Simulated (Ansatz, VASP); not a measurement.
## Two plane-wave programs on CuO2

INCAR

```
  PREC = Accurate
  ENCUT = 520
  EDIFF = 1E-6
  ISMEAR = 0
  SIGMA = 0.1
  LREAL = F
  LASPH = T
  NELM = 60
  ALGO = Normal
  ISIF = 2
  LWAVE = F
  LCHARG = T
  GGA = PE
  LELF = T
  LVHAR = T
  NBANDS = 32
```

KPOINTS

```
regular mesh
0
Gamma
  14 14 8
```

POSCAR

```
CuO2
1.0
    1.4126150000     -5.2107470000      0.0000000000
    1.4126150000      5.2107470000      0.0000000000
    0.0000000000      0.0000000000      4.3434240000
Cu O
2 4
Direct
    0.8327470000      0.1672530000      0.2500000000
    0.1672530000      0.8327470000      0.7500000000
    0.4485140000      0.5514860000      0.2500000000
    0.5514860000      0.4485140000      0.7500000000
    0.2110300000      0.7889700000      0.2500000000
    0.7889700000      0.2110300000      0.7500000000
```

Input for Ansatz:

```yaml
crystal:
  lattice:
    - [1.412615, -5.210747, 0.0]
    - [1.412615, 5.210747, 0.0]
    - [0.0, 0.0, 4.343424]
  atoms:
    - { symbol: Cu, position: [0.832747, 0.167253, 0.25] }
    - { symbol: Cu, position: [0.167253, 0.832747, 0.75] }
    - { symbol: O, position: [0.448514, 0.551486, 0.25] }
    - { symbol: O, position: [0.551486, 0.448514, 0.75] }
    - { symbol: O, position: [0.21103, 0.78897, 0.25] }
    - { symbol: O, position: [0.78897, 0.21103, 0.75] }
basis:
  ecutwfc: 420
kpoints:
  mp_grid: { grid: [14, 14, 8] }
hamiltonian:
  xc: pbe
scf:
  occupations: { method: gaussian, width: 0.1 }
  lower_state_search: "off"
output:
  forces: true
  stress: true
  eigenvalues: true
```

Alike in both runs: task single point; functional PBE; k mesh 14 × 14 × 8; occupations gaussian, width 0.1 eV; no spin polarisation.

|  | VASP | Ansatz |
| --- | --- | --- |
| version | VASP 6.6.1 | Ansatz 0.2.0 |
| potentials or method | VASP PAW PBE potentials, release 64 (Cu, O), cutoff 520 eV | scalar-relativistic, plane waves, PAW |
| valence electrons in the cell | 46 | 62 |

Ansatz gave:

| Item | Value |
| --- | --- |
| gap on the k mesh at the Fermi level (eV) | none |
| pressure (GPa) | -1.7 |
| traceless stress, the component that is largest in VASP (GPa) | 1.04 |
| rms of the force components (eV/Å) | 0.096 |

Q: What did VASP give for the same quantities?

A: gap on the k mesh at the Fermi level (eV): none; pressure (GPa): -0.6; traceless stress, the component that is largest in VASP (GPa): -0.37; rms of the force components (eV/Å): 0.067.

Atom by atom the forces differ by 0.066 eV/Å (rms over components). A gap of «none» marks a metal or a gap that the smearing closes. VASP's potentials hold 46 valence electrons a cell and Ansatz's 62, so a difference there can come from the potentials and not from the codes.
